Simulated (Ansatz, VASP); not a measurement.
## Tl: VASP beside Ansatz

```
CELL_PARAMETERS angstrom
3.15777 0.00000 0.00000
-1.57889 2.73471 0.00000
0.00000 0.00000 2.98224
ATOMIC_POSITIONS crystal
Tl 0.00000 0.00000 0.00000
```

Change from the starting cell: volume scaled by 0.78, PAW files.

Alike in both runs: task single point; functional PBE; k mesh 14 × 14 × 13; occupations fermi-dirac, width 0.1 eV; no spin polarisation.

|  | VASP | Ansatz |
| --- | --- | --- |
| version | VASP 6.6.1 | Ansatz 0.2.0 |
| potentials or method | VASP PAW PBE potentials, release 64 (Tl_d) | PAW with Ansatz's default frozen-core files, scalar-relativistic |
| plane-wave cutoff (eV) | 520 | 420 |
| valence electrons in the cell | 13 | 13 |

```csv
,VASP,Ansatz,Ansatz less VASP
pressure (GPa),11.2,11.3,+0.06
"traceless stress, the component that is largest in VASP (GPa)",-0.06,-0.07,-0.009
```

Neither program's run includes spin-orbit coupling.
